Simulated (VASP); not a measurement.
A run of VASP 6.6.1 is set up as follows.

Contents of INCAR:

```
SYSTEM = WAu
PREC = Accurate
ENCUT = 520
EDIFF = 1E-7
ISMEAR = 0
SIGMA = 0.018000000000000002
LREAL = .FALSE.
LASPH = .TRUE.
NELM = 60
ALGO = Normal
ISIF = 2
LWAVE = .FALSE.
LCHARG = .FALSE.
GGA = PE
NBANDS = 20
```

The input KPOINTS:

```
regular mesh
0
G
  8 8 8
  0 0 0
```

File POSCAR:

```
WAu
1.0
    0.0000000000      2.7479792600      2.7479792600
    2.7479792600      0.0000000000      2.7479792600
    2.7479792600      2.7479792600      0.0000000000
W Au
1 1
Direct
    0.0000000000      0.0000000000      0.0000000000
    0.7500000000      0.7500000000      0.7500000000
```

Potentials or basis: VASP PAW PBE potentials, release 64 (W_sv, Au).

The run is started by

```console
$ cat potpaw_PBE.64/W_sv/POTCAR potpaw_PBE.64/Au/POTCAR > POTCAR
$ mpirun -np 1 vasp_std > vasp.out
```

(1) What does it give for the pressure?

## Answers

(1) 33.1 GPa.
